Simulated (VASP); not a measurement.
# Ru2W (P6/mmm) in VASP: single point with PBE

Aim: the single point of Ru2W with PBE.

All numbers are computed with VASP 6.6.1; they aren't measurements. Logs are shortened: lines on timing, memory, paths and dates and some standing lists are left out, and cuts for length are marked.

## (1) The cell of the first run

Symmetry: P6/mmm, No. 191, hexagonal system. Conventional cell: a = 2.758 Å, b = 2.758 Å, c = 7.286 Å, α = 90.00°, β = 90.00°, γ = 120.00°. Within 3.1 Å of Ru (site symmetry 6mm) lie 1 W at 2.38 Å and 7 Ru at 2.52 to 2.76 Å. Within 3.1 Å of W (site symmetry 6/mmm) lie 2 Ru at 2.38 Å and 6 W at 2.76 Å.

## (2) Single point, PBE

File POSCAR:

```
Ru2W
1.0
    2.7581538829      0.0000000000      0.0000000000
   -1.3790769414      2.3886313301      0.0000000000
    0.0000000000      0.0000000000      7.2856087999
Ru W
2 1
Direct
    0.0000000000      0.0000000000      0.6727133366
    0.0000000000      0.0000000000      0.3272866634
    0.0000000000      0.0000000000      0.0000000000
```

File INCAR.step1:

```
SYSTEM = Ru2W
ALGO = Fast ; EDIFF = 1E-6
ENCUT = 520 ; GGA = PE
ISIF = 2 ; ISMEAR = 0
LASPH = .True. ; LCHARG = .True.
LMAXMIX = 4 ; LREAL = .False.
LWAVE = .False. ; NBANDS = 28
NELM = 60 ; PREC = Accurate
SIGMA = 0.1
```

File KPOINTS.step1:

```
k-points
0
Gamma
  18 18 6
  0 0 0
```

File INCAR.step2:

```
SYSTEM = Ru2W
ALGO = Fast ; EDIFF = 1E-6
ENCUT = 520 ; GGA = PE
ICHARG = 11 ; ISIF = 2
ISMEAR = -5 ; LASPH = .True.
LCHARG = .False. ; LMAXMIX = 4
LORBIT = 11 ; LREAL = .False.
LWAVE = .False. ; NEDOS = 1001
NELM = 60 ; PREC = Accurate
SIGMA = 0.1
```

File KPOINTS.step2:

```
k-points
0
Gamma
  27 27 9
  0 0 0
```

Potentials or basis: VASP PAW PBE potentials, release 64 (Ru_pv, W_sv).

The run is started by

```console
$ cat potpaw_PBE.64/Ru_pv/POTCAR potpaw_PBE.64/W_sv/POTCAR > POTCAR
$ cp INCAR.step1 INCAR
$ cp KPOINTS.step1 KPOINTS
$ mpirun -np 1 vasp_std > vasp.out
$ cp INCAR.step2 INCAR
$ cp KPOINTS.step2 KPOINTS
$ mpirun -np 1 vasp_std > vasp.out
```

OUTCAR:

```text
SYSTEM = Ru2W
   EDIFF = 1E-6
   ENCUT = 520
   GGA = PE
   ICHARG = 11
   ISIF = 2
   ISMEAR = -5
   LASPH = .True.
   LORBIT = 11
   LREAL = .False.
   NELM = 60
   PREC = Accurate

 ion  position               nearest neighbor table
   1  0.000  0.000  0.673-   3 2.38   2 2.52
   2  0.000  0.000  0.327-   3 2.38   1 2.52
   3  0.000  0.000  0.000-   1 2.38   2 2.38

  LATTYP: Found a hexagonal cell.
 ALAT       =     2.7581538829
 C/A-ratio  =     2.6414801745

  Lattice vectors:

 A1 = (   2.7581538829,   0.0000000000,   0.0000000000)
 A2 = (  -1.3790769414,   2.3886313301,   0.0000000000)
 A3 = (   0.0000000000,   0.0000000000,   7.2856087999)

Analysis of symmetry for initial positions (statically):
=====================================================================
 Subroutine PRICEL returns:
 Original cell was already a primitive cell.

 Routine SETGRP: Setting up the symmetry group for a
 hexagonal supercell.

 Subroutine GETGRP returns: Found 24 space group operations
 (whereof 24 operations were pure point group operations)
 out of a pool of 24 trial point group operations.

The static configuration has the point symmetry D_6h.

Analysis of symmetry for dynamics (positions and initial velocities):
=====================================================================
 Subroutine PRICEL returns:
 Original cell was already a primitive cell.

 Routine SETGRP: Setting up the symmetry group for a
 hexagonal supercell.

 Subroutine GETGRP returns: Found 24 space group operations
 (whereof 24 operations were pure point group operations)
 out of a pool of 24 trial point group operations.

The dynamic configuration has the point symmetry D_6h.

 Subroutine INISYM returns: Found 24 space group operations
 (whereof 24 operations are pure point group operations),
 and found     1 'primitive' translations

----------------------------------------------------------------------------------------

                                     Primitive cell

  volume of cell :      47.9991

  direct lattice vectors                    reciprocal lattice vectors
     2.758153883  0.000000000  0.000000000     0.362561352  0.209324894  0.000000000
    -1.379076941  2.388631330  0.000000000     0.000000000  0.418649788  0.000000000
     0.000000000  0.000000000  7.285608800     0.000000000  0.000000000  0.137256889

  length of vectors
     2.758153883  2.758153883  7.285608800     0.418649788  0.418649788  0.137256889

  position of ions in fractional coordinates (direct lattice)
     0.000000000  0.000000000  0.672713337
     0.000000000  0.000000000  0.327286663
     0.000000000  0.000000000  0.000000000

  ion indices of the primitive-cell ions
   primitive index   ion index
                 1           1
                 2           2
                 3           3

----------------------------------------------------------------------------------------

 KPOINTS: k-points

Automatic generation of k-mesh.
 Grid dimensions read from file:
 generate k-points for:   27   27    9

 Generating k-lattice:

  Cartesian coordinates                     Fractional coordinates (reciprocal lattice)
     0.013428198  0.007752774  0.000000000     0.037037037 -0.000000000  0.000000000
     0.000000000  0.015505548  0.000000000     0.000000000  0.037037037  0.000000000
     0.000000000  0.000000000  0.015250765     0.000000000  0.000000000  0.111111111

  Length of vectors
     0.015505548  0.015505548  0.015250765

  Shift w.r.t. Gamma in fractional coordinates (k-lattice)
     0.000000000  0.000000000  0.000000000

 TETIRR: Found   6288 inequivalent tetrahedra from    39366

 Subroutine IBZKPT returns following result:
 ===========================================

 Found    375 irreducible k-points:

 Following reciprocal coordinates:
            Coordinates               Weight
  0.000000  0.000000  0.000000      1.000000
  0.037037  0.000000  0.000000      6.000000
  0.074074  0.000000  0.000000      6.000000
  0.111111  0.000000  0.000000      6.000000
  0.148148 -0.000000  0.000000      6.000000
  0.185185  0.000000  0.000000      6.000000
[... 16 lines left out ...]
  0.333333  0.037037  0.000000     12.000000
  0.370370  0.037037  0.000000     12.000000
 [... further k-points ...]
   k-points           NKPTS =    375   k-points in BZ     NKDIM =    375   number of bands    NBANDS=     25
   number of dos      NEDOS =   1001   number of ions     NIONS =      3
   total plane-waves  NPLWV =  31104
   dimension x,y,z NGX =    24 NGY =   24 NGZ =   54
   dimension x,y,z NGXF=    48 NGYF=   48 NGZF=  108
   ions per type =               2   1
   NGX,Y,Z   is equivalent  to a cutoff of  14.47, 14.47, 12.32 a.u.
   NGXF,Y,Z  is equivalent  to a cutoff of  28.93, 28.93, 24.64 a.u.
 SYSTEM =  Ru2W
   PREC   = accura    normal or accurate (medium, high low for compatibility)
   ISTART =      0    job   : 0-new  1-cont  2-samecut
   ICHARG =     11    charge: 1-file 2-atom 10-const
   ISPIN  =      1    spin polarized calculation?
   LNONCOLLINEAR =      F non collinear calculations
   LSORBIT =      F    spin-orbit coupling
   LASPH  =      T    aspherical Exc in radial PAW
   ENCUT  =  520.0 eV  38.22 Ry    6.18 a.u.   5.13  5.13 13.55*2*pi/ulx,y,z
   NELM   =     60;   NELMIN=  2; NELMDL=  0     # of ELM steps
   EDIFF  = 0.1E-05   stopping-criterion for ELM
   LREAL  =      F    real-space projection
[... 7 lines left out ...]
   TEBEG  =    0.0;   TEEND  =   0.0 temperature during run
   PSTRESS=    0.0 pullay stress
   NELECT =      42.0000    total number of electrons
   NUPDOWN=      -1.0000    fix difference up-down
   EMIN   =  10.00;   EMAX   =-10.00  energy-range for DOS
   EFERMI =   0.00;   METHOD = LEGACY
   ISMEAR =    -5;   SIGMA  =   0.10  broadening in eV -4-tet -1-fermi 0-gaus
   EFERMI_NEDOS =   21; number of points for ismear=-14 and -15
   IALGO  =     68    algorithm
   IMIX   =      4    mixing-type and parameters
     AMIX     =   0.40;   BMIX     =  1.00
     AMIX_MAG =   1.60;   BMIX_MAG =  1.00
  volume/ion in A,a.u.               =      16.00       107.97
  Fermi-wavevector in a.u.,A,eV,Ry     =   1.565838  2.959004 33.359417  2.451848
  Thomas-Fermi vector in A             =   2.668255
   LORBIT       =     11    0 simple, 1 ext, 2 COOP (PROOUT), +10 PAW based schemes
   GGA     = PE    functional components
   LHFCALC =     F    Hartree Fock is set to
   AEXX    =    0.0000 exact exchange contribution
   IVDW    =     0    specifies the selected vdW correction
   LEPSILON=     F    determine dielectric tensor
   LRPA    =     F    only Hartree local field effects (RPA)
 non-spin polarized calculation
 RMM-DIIS sequential band-by-band and
 Fermi weights with tetrahedron method with Bloechl corrections
  energy-cutoff  :      520.00
  volume of cell :       48.00
 maximum number of plane-waves:      1311
 NGX is ok and might be reduce to    24

 number of electron      41.9999998 magnetization

 Free energy of the ion-electron system (eV)
  ---------------------------------------------------
  ext. energy  EPLUGINS =         0.00000000
  ---------------------------------------------------
  free energy    TOTEN  =       -28.69786092 eV

  energy without entropy =      -28.69786092  energy(sigma->0) =      -28.69786092

 E-fermi :  10.5319     XC(G=0): -13.1725

 val. band max:       10.6299797246   @ k =   0.4815   0.0370   0.0000
 cond. band min:      10.4834375269   @ k =   0.2593   0.1111   0.2222
 fundamental gap:     -0.1465421977
 Fermi energy:        10.5319030785

 k-point     1 :       0.0000    0.0000    0.0000
  band No.  band energies     occupation
      1     -63.4433      2.00000
      2     -32.5007      2.00000
      3     -32.1156      2.00000
      4     -31.8034      2.00000
      5     -31.8034      2.00000
      6     -31.7564      2.00000
[... 17 lines left out ...]
     24      10.2554      2.00000
     25      10.4463      2.01674

 k-point     2 :       0.0370    0.0000    0.0000
  band No.  band energies     occupation
      1     -63.4419      2.00000
      2     -32.4994      2.00000
      3     -32.1145      2.00000
      4     -31.8120      2.00000
      5     -31.8055      2.00000
      6     -31.7647      2.00000
[... 17 lines left out ...]
     24      10.3149      2.07610
     25      10.4853      1.21080

 k-point     3 :       0.0741    0.0000    0.0000
  band No.  band energies     occupation
      1     -63.4376      2.00000
      2     -32.4956      2.00000
      3     -32.1111      2.00000
      4     -31.8371      2.00000
      5     -31.8114      2.00000
      6     -31.7890      2.00000
[... 17 lines left out ...]
     24      10.4833      1.30441
     25      10.7135     -0.05645

 k-point     4 :       0.1111    0.0000    0.0000
  band No.  band energies     occupation
      1     -63.4307      2.00000
      2     -32.4895      2.00000
      3     -32.1056      2.00000
      4     -31.8774      2.00000
      5     -31.8279      2.00000
      6     -31.8209      2.00000
[... 17 lines left out ...]
     24      10.7524     -0.03692
     25      11.0107      0.00000
[... 477 lines left out ...]
 k-point    22 :       0.2963    0.0370    0.0000
  band No.  band energies     occupation
      1     -63.3671      2.00000
      2     -32.4331      2.00000
      3     -32.2362      2.00000
      4     -32.1763      2.00000
      5     -32.0541      2.00000
      6     -31.9108      2.00000
[... 17 lines left out ...]
     24      11.5891      0.00000
     25      12.8003      0.00000

 k-point    23 :       0.3333    0.0370    0.0000
  band No.  band energies     occupation
      1     -63.3563      2.00000
      2     -32.4234      2.00000
      3     -32.2960      2.00000
      4     -32.2341      2.00000
      5     -32.0456      2.00000
      6     -31.9260      2.00000
[... 17 lines left out ...]
     24      11.9553      0.00000
     25      13.1373      0.00000

 k-point    24 :       0.3704    0.0370    0.0000
  band No.  band energies     occupation
      1     -63.3471      2.00000
      2     -32.4153      2.00000
      3     -32.3459      2.00000
      4     -32.2824      2.00000
      5     -32.0384      2.00000
      6     -31.9386      2.00000
[... 17 lines left out ...]
     24      12.5331      0.00000
     25      13.6887      0.00000

 [... further k-points ...]

------------------------ aborting loop because EDIFF is reached ----------------------------------------

  FORCE on cell =-STRESS in cart. coord.  units (eV):
  Direction    XX          YY          ZZ          XY          YZ          ZX
  --------------------------------------------------------------------------------------
  -------------------------------------------------------------------------------------
  Total       -0.7302758     -0.7302758      0.9236828     -0.0000000      0.0000000      0.0000000
  in kB      -24.3760905    -24.3760905     30.8318785     -0.0000000      0.0000000      0.0000000
  external PRESSURE =      -5.9734341 kB  Pullay stress =       0.0000000 kB

 VOLUME and BASIS-vectors are now :
 -----------------------------------------------------------------------------
  energy-cutoff  :      520.00
  volume of cell :       48.00
      direct lattice vectors                 reciprocal lattice vectors
     2.758153883  0.000000000  0.000000000     0.362561352  0.209324894  0.000000000
    -1.379076941  2.388631330  0.000000000     0.000000000  0.418649788  0.000000000
     0.000000000  0.000000000  7.285608800     0.000000000  0.000000000  0.137256889

 POSITION                                       TOTAL-FORCE (eV/Angst)
 -----------------------------------------------------------------------------------
      0.00000      0.00000      4.90113         0.000000     -0.000000     -0.148556
      0.00000      0.00000      2.38448         0.000000      0.000000      0.148556
      0.00000      0.00000      0.00000        -0.000000      0.000000      0.000000
 -----------------------------------------------------------------------------------
    total drift:                               -0.000000      0.000000      0.000000

  FREE ENERGIE OF THE ION-ELECTRON SYSTEM (eV)
  ---------------------------------------------------
  free  energy   TOTEN  =       -28.6978609165 eV

  energy  without entropy=      -28.6978609165  energy(sigma->0) =      -28.69786092

 total charge

# of ion       s       p       d       tot
------------------------------------------
    1        0.373   6.211   6.044  12.627
    2        0.373   6.211   6.044  12.627
    3        2.453   6.257   3.511  12.221
--------------------------------------------------
tot          3.199  18.679  15.598  37.476
```

Run time: 4.6 min. Hardware: 1 thread of Intel Xeon 6975P-C (Granite Rapids), shared host; peak memory 0.51 GiB.

Results:

- Valence electrons inside the program's atomic spheres: Ru 12.63; W 12.22

Levels at points of the mesh, in eV from the Fermi level:
```
           k point  band 18  band 19  band 20  band 21  band 22  band 23  band 24  band 25
(0.00, 0.00, 0.00)    -1.62    -1.20    -0.79    -0.55    -0.55    -0.28    -0.28    -0.09
```

Caveat: the highest band is partly filled, so the run has too few bands; spin-orbit coupling is left out, which moves the levels of the heavy elements.
